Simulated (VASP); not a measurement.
Write the native input for VASP 6.6.1 that does the following.

* Task: single point
* Functional: PBE
* Potentials or basis: VASP PAW PBE potentials, release 64 (Nb_sv, Cu, Zr_sv)
* Cutoff: 520 eV
* k mesh: 1 × 1 × 1, shifted
* Occupations: fermi-dirac, width 0.1861 eV
* Spin: no spin polarisation
* Dipole correction: no
* Further INCAR settings: LREAL = Auto; ALGO = Normal; EDIFF = 1e-06; NBANDS = 110; ISYM = 0

The structure of Zr2Nb3Cu3 lies in POSCAR:

```
Zr2Nb3Cu3
1.0
    6.8185840000      0.0521060000     -0.0543080000
    0.0521060000      6.6479630000     -0.2149050000
   -0.0543080000     -0.2149050000      6.4861440000
Nb Cu Zr
6 6 4
Direct
    0.8136485432      0.8499492259      0.2804447394
    0.0410567751      0.5870904303      0.5377109081
    0.8047412310      0.8222888547      0.7192653868
    0.0807223256      0.0224954478      1.0074778254
    0.3124341328      0.8021011247      0.7530503817
    0.7972192510      0.2429449475      0.1986874585
    0.3031040162      0.3940155205      0.8250675406
    0.0415768473      0.1116941696      0.4634890300
    0.6110768782      0.5938479716     -0.0145454277
    0.3383615004      0.3032913835      0.2096673418
   -0.0629652951      0.6408787245      0.9822581064
    0.5678197765      0.0384421685      0.9689347894
    0.4243144764      0.0196384561      0.4725672253
    0.8429316754      0.3069805661      0.7329668586
    0.2906069704      0.6760222487      0.2011831444
    0.5564687434      0.5188791833      0.4978012260
```

These files were run (other wordings do the same):

INCAR

```
ALGO = Normal ; EDIFF = 1E-6
ENCUT = 520 ; GGA = PE
ISIF = 2 ; ISMEAR = -1
ISYM = 0 ; LASPH = True
LCHARG = False ; LREAL = Auto
LWAVE = False ; NBANDS = 110
NELM = 100 ; PREC = Accurate
SIGMA = 0.1861
```

KPOINTS

```
Automatic mesh
0
Gamma
  1 1 1
  0.25 0.25 0.25
```

Potentials or basis: VASP PAW PBE potentials, release 64 (Nb_sv, Cu, Zr_sv).

Run with:

```sh
$ cat potpaw_PBE.64/Nb_sv/POTCAR potpaw_PBE.64/Cu/POTCAR potpaw_PBE.64/Zr_sv/POTCAR > POTCAR
$ mpirun -np 1 vasp_std > vasp.out
```

It gave:

```json
{
 "Pressure": "1.7 GPa",
 "Largest force": "3.671 eV/Å",
 "Band gap on the k mesh": "0.16 eV"
}
```

Caveat: the k points lie up to 0.97 Å⁻¹ apart.

Wall time 2.3 min on 1 thread of Intel Xeon 6975P-C, on a shared host, peak memory 0.35 GiB.
